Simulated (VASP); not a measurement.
# Fe (Im-3m) in VASP: single point with PBE

Aim: the single point of Fe with PBE.

All numbers are computed with VASP 6.6.1; they aren't measurements. Logs are shortened: lines on timing, memory, paths and dates and some standing lists are left out, and cuts for length are marked.

### 1 The cell of the first run

Symmetry: Im-3m, No. 229, cubic system. Conventional cell: a = 2.829 Å, b = 2.829 Å, c = 2.829 Å, α = 90.00°, β = 90.00°, γ = 90.00°. Within 3.2 Å of Fe (site symmetry m-3m) lie 14 Fe at 2.45 to 2.83 Å.

### 2 Single point, PBE, non-collinear spin, typed start, spin-orbit coupling

INCAR

```
SYSTEM = Fe
PREC = Accurate ; ENCUT = 520
EDIFF = 1E-7 ; ISMEAR = 0
SIGMA = 0.05 ; LREAL = .FALSE.
LASPH = .TRUE. ; NELM = 150
ALGO = Normal ; ISIF = 2
LWAVE = .FALSE. ; LCHARG = .FALSE.
LNONCOLLINEAR = .TRUE. ; MAGMOM = 0 0 2.5
LORBIT = 11 ; LSORBIT = .TRUE.
GGA_COMPAT = .FALSE. ; LORBMOM = .TRUE.
LMAXMIX = 4 ; GGA = PE
NBANDS = 19
```

KPOINTS

```
regular mesh
0
G
  20 20 20
  0 0 0
```

POSCAR

```
Fe
1.0
   -1.4143006529      1.4143006529      1.4143006529
    1.4143006529     -1.4143006529      1.4143006529
    1.4143006529      1.4143006529     -1.4143006529
Fe
1
Direct
    0.0000000000      0.0000000000      0.0000000000
```

Potentials or basis: VASP PAW PBE potentials, release 64 (Fe).

The run is started by

```
> cat potpaw_PBE.64/Fe/POTCAR > POTCAR
> mpirun -np 1 vasp_ncl > vasp.out
```

OUTCAR:

```text
SYSTEM = Fe
   PREC = Accurate
   ENCUT = 520
   EDIFF = 1E-7
   ISMEAR = 0
   LREAL = .FALSE.
   LASPH = .TRUE.
   NELM = 150
   ISIF = 2
   LNONCOLLINEAR = .TRUE.
   LORBIT = 11
   LSORBIT = .TRUE.
   GGA = PE

 ion  position               nearest neighbor table
   1  0.000  0.000  0.000-

  LATTYP: Found a body centered cubic cell.
 ALAT       =     2.8286013058

  Lattice vectors:

 A1 = (  -1.4143006529,   1.4143006529,   1.4143006529)
 A2 = (   1.4143006529,  -1.4143006529,   1.4143006529)
 A3 = (   1.4143006529,   1.4143006529,  -1.4143006529)

Analysis of symmetry for initial positions (statically):
=====================================================================
 Subroutine PRICEL returns:
 Original cell was already a primitive cell.

 Routine SETGRP: Setting up the symmetry group for a
 body centered cubic supercell.

 Subroutine GETGRP returns: Found 48 space group operations
 (whereof 48 operations were pure point group operations)
 out of a pool of 48 trial point group operations.

The static configuration has the point symmetry O_h .

Analysis of symmetry for dynamics (positions and initial velocities):
=====================================================================
 Subroutine PRICEL returns:
 Original cell was already a primitive cell.

 Routine SETGRP: Setting up the symmetry group for a
 body centered cubic supercell.

 Subroutine GETGRP returns: Found 48 space group operations
 (whereof 48 operations were pure point group operations)
 out of a pool of 48 trial point group operations.

The dynamic configuration has the point symmetry O_h .

Analysis of structural, dynamic, and magnetic symmetry:
=====================================================================
 Subroutine PRICEL returns:
 Original cell was already a primitive cell.

 Routine SETGRP: Setting up the symmetry group for a
 body centered cubic supercell.

 Subroutine GETGRP returns: Found  8 space group operations
 (whereof  8 operations were pure point group operations)
 out of a pool of 48 trial point group operations.

The overall configuration has the point symmetry C_4h.

 Subroutine INISYM returns: Found  8 space group operations
 (whereof  8 operations are pure point group operations),
 and found     1 'primitive' translations

----------------------------------------------------------------------------------------

                                     Primitive cell

  volume of cell :      11.3158

  direct lattice vectors                    reciprocal lattice vectors
    -1.414300653  1.414300653  1.414300653     0.000000000  0.353531619  0.353531619
     1.414300653 -1.414300653  1.414300653     0.353531619  0.000000000  0.353531619
     1.414300653  1.414300653 -1.414300653     0.353531619  0.353531619  0.000000000

  length of vectors
     2.449640588  2.449640588  2.449640588     0.499969211  0.499969211  0.499969211

  position of ions in fractional coordinates (direct lattice)
     0.000000000  0.000000000  0.000000000

  ion indices of the primitive-cell ions
   primitive index   ion index
                 1           1

----------------------------------------------------------------------------------------

 KPOINTS: regular mesh

Automatic generation of k-mesh.
 Grid dimensions read from file:
 generate k-points for:   20   20   20

 Generating k-lattice:

  Cartesian coordinates                     Fractional coordinates (reciprocal lattice)
     0.000000000  0.017676581  0.017676581     0.050000000  0.000000000  0.000000000
     0.017676581  0.000000000  0.017676581     0.000000000  0.050000000  0.000000000
     0.017676581  0.017676581  0.000000000     0.000000000  0.000000000  0.050000000

  Length of vectors
[... 49 lines left out ...]
   ISPIN  =      1    spin polarized calculation?
   LNONCOLLINEAR =      T non collinear calculations
   LSORBIT =      T    spin-orbit coupling
   LASPH  =      T    aspherical Exc in radial PAW
   ENCUT  =  520.0 eV  38.22 Ry    6.18 a.u.   4.55  4.55  4.55*2*pi/ulx,y,z
   NELM   =    150;   NELMIN=  2; NELMDL= -5     # of ELM steps
   EDIFF  = 0.1E-06   stopping-criterion for ELM
   LREAL  =      F    real-space projection
   EDIFFG = 0.1E-05   stopping-criterion for IOM
   NSW    =      0    number of steps for IOM
   IBRION =     -1    ionic relax: 0-MD 1-quasi-New 2-CG
   NFREE  =      0    steps in history (QN), initial steepest desc. (CG)
   ISIF   =      2    stress and relaxation
   ISYM   =      2    0-nonsym 1-usesym 2-fastsym
   POTIM  = 0.5000    time-step for ionic-motion
   TEBEG  =    0.0;   TEEND  =   0.0 temperature during run
   PSTRESS=    0.0 pullay stress
   NELECT =       8.0000    total number of electrons
   NUPDOWN=      -1.0000    fix difference up-down
   EMIN   =  10.00;   EMAX   =-10.00  energy-range for DOS
   EFERMI =   0.00;   METHOD = LEGACY
   ISMEAR =     0;   SIGMA  =   0.05  broadening in eV -4-tet -1-fermi 0-gaus
   EFERMI_NEDOS =   21; number of points for ismear=-14 and -15
   IALGO  =     38    algorithm
   IMIX   =      4    mixing-type and parameters
     AMIX     =   0.40;   BMIX     =  1.00
     AMIX_MAG =   1.60;   BMIX_MAG =  1.00
  volume/ion in A,a.u.               =      11.32        76.36
  Fermi-wavevector in a.u.,A,eV,Ry     =   1.458399  2.755975 28.938616  2.126928
  Thomas-Fermi vector in A             =   2.575088
   LORBIT       =     11    0 simple, 1 ext, 2 COOP (PROOUT), +10 PAW based schemes
   GGA     = PE    functional components
   LHFCALC =     F    Hartree Fock is set to
   AEXX    =    0.0000 exact exchange contribution
   IVDW    =     0    specifies the selected vdW correction
   LEPSILON=     F    determine dielectric tensor
   LRPA    =     F    only Hartree local field effects (RPA)
 Gauss-broadening in eV      SIGMA  =   0.05
  energy-cutoff  :      520.00
  volume of cell :       11.32
 maximum number of plane-waves:       642
   NGX =  9   NGY =  9   NGZ =  9

 number of electron       8.0000009 magnetization       0.0000000      0.0000000      2.1938991

 number of electron       8.0000009 magnetization      -0.0000000      0.0000000      2.1938648

 number of electron       8.0000009 magnetization      -0.0000000     -0.0000000      2.1938590

 Free energy of the ion-electron system (eV)
  ---------------------------------------------------
  ext. energy  EPLUGINS =         0.00000000
  ---------------------------------------------------
  free energy    TOTEN  =        -8.24935483 eV

  energy without entropy =       -8.24784362  energy(sigma->0) =       -8.24859922

 E-fermi :   5.8637     XC(G=0): -13.1399

 val. band max:        5.8608094091   @ k =  -0.4500  -0.4500   0.2500
 cond. band min:       5.8641986787   @ k =  -0.4000   0.5000   0.1500
 fundamental gap:      0.0033892696
 Fermi energy:         5.8636812358

 k-point     1 :       0.0000    0.0000    0.0000
  band No.  band energies     occupation
      1      -2.5924      1.00000
      2      -2.4228      1.00000
      3       3.5132      1.00000
      4       3.5397      1.00000
      5       3.5715      1.00000
      6       4.7587      1.00000
[... 505 lines left out ...]
      6       4.6792      1.00000
[... 11 lines left out ...]
     18      31.0403      0.00000
     19      34.8593      0.00000

 [... further k-points ...]

------------------------ aborting loop because EDIFF is reached ----------------------------------------

  FORCE on cell =-STRESS in cart. coord.  units (eV):
  Direction    XX          YY          ZZ          XY          YZ          ZX
  --------------------------------------------------------------------------------------
  -------------------------------------------------------------------------------------
  Total        0.0563949      0.0563949      0.0574888     -0.0000001     -0.0000000      0.0000000
  in kB        7.9848244      7.9848244      8.1397026     -0.0000111     -0.0000000      0.0000000
  external PRESSURE =       8.0364505 kB  Pullay stress =       0.0000000 kB

 VOLUME and BASIS-vectors are now :
 -----------------------------------------------------------------------------
  energy-cutoff  :      520.00
  volume of cell :       11.32
      direct lattice vectors                 reciprocal lattice vectors
    -1.414300653  1.414300653  1.414300653     0.000000000  0.353531619  0.353531619
     1.414300653 -1.414300653  1.414300653     0.353531619  0.000000000  0.353531619
     1.414300653  1.414300653 -1.414300653     0.353531619  0.353531619  0.000000000

 POSITION                                       TOTAL-FORCE (eV/Angst)
 -----------------------------------------------------------------------------------
      0.00000      0.00000      0.00000        -0.000000     -0.000000     -0.000000
 -----------------------------------------------------------------------------------
    total drift:                                0.000000      0.000000     -0.000000

  FREE ENERGIE OF THE ION-ELECTRON SYSTEM (eV)
  ---------------------------------------------------
  free  energy   TOTEN  =        -8.2493548287 eV

  energy  without entropy=       -8.2478436193  energy(sigma->0) =       -8.24859922

 orbital moment (x)

 # of ion     p       d       tot
 ----------------------------------------
  1         0.000  -0.000  -0.000
 ----------------------------------------
            0.000  -0.000  -0.000

 orbital moment (y)

 # of ion     p       d       tot
 ----------------------------------------
  1         0.000  -0.000  -0.000
 ----------------------------------------
            0.000  -0.000  -0.000

 orbital moment (z)

 # of ion     p       d       tot
 ----------------------------------------
  1         0.000   0.046   0.046
 ----------------------------------------
            0.000   0.046   0.046

 Spin-Orbit-Coupling matrix elements

 Ion:    1  E_soc:     -0.0122455
 l=   1
     0.0000000    -0.0003215    -0.0003069
    -0.0003215     0.0000000    -0.0003215
    -0.0003069    -0.0003215     0.0000000
 l=   2
     0.0000000    -0.0003937     0.0000000    -0.0003937    -0.0011713
    -0.0003937     0.0000000    -0.0010298    -0.0004620    -0.0003463
     0.0000000    -0.0010298     0.0000000    -0.0010298     0.0000000
    -0.0003937    -0.0004620    -0.0010298     0.0000000    -0.0003463
    -0.0011713    -0.0003463     0.0000000    -0.0003463     0.0000000
 l=   3
     0.0000000     0.0000000     0.0000000     0.0000000     0.0000000     0.0000000     0.0000000
     0.0000000     0.0000000     0.0000000     0.0000000     0.0000000     0.0000000     0.0000000
     0.0000000     0.0000000     0.0000000     0.0000000     0.0000000     0.0000000     0.0000000
     0.0000000     0.0000000     0.0000000     0.0000000     0.0000000     0.0000000     0.0000000
     0.0000000     0.0000000     0.0000000     0.0000000     0.0000000     0.0000000     0.0000000
     0.0000000     0.0000000     0.0000000     0.0000000     0.0000000     0.0000000     0.0000000
     0.0000000     0.0000000     0.0000000     0.0000000     0.0000000     0.0000000     0.0000000

 total charge

# of ion       s       p       d       tot
------------------------------------------
    1        0.489   0.546   6.240   7.276

 magnetization (x)

# of ion       s       p       d       tot
------------------------------------------
    1        0.000   0.000   0.000   0.000

 magnetization (y)

# of ion       s       p       d       tot
------------------------------------------
    1       -0.000   0.000   0.000  -0.000

 magnetization (z)

# of ion       s       p       d       tot
------------------------------------------
    1       -0.013  -0.056   2.260   2.191
```

Run time: 28 min. Hardware: 1 thread of Intel Xeon Platinum 8259CL at 2.50GHz (Skylake/Cascade Lake), shared host; peak memory 0.44 GiB.

Results:

```
Free energy                                           : -8.2494 eV
Pressure                                              : 0.8 GPa
Net moment                                            : 2.19 μB per cell
Valence electrons inside the program's atomic spheres : Fe 7.28
```

Moments on the atoms (μB; x, y, z):
```
Fe  0.00 0.00 2.19
```
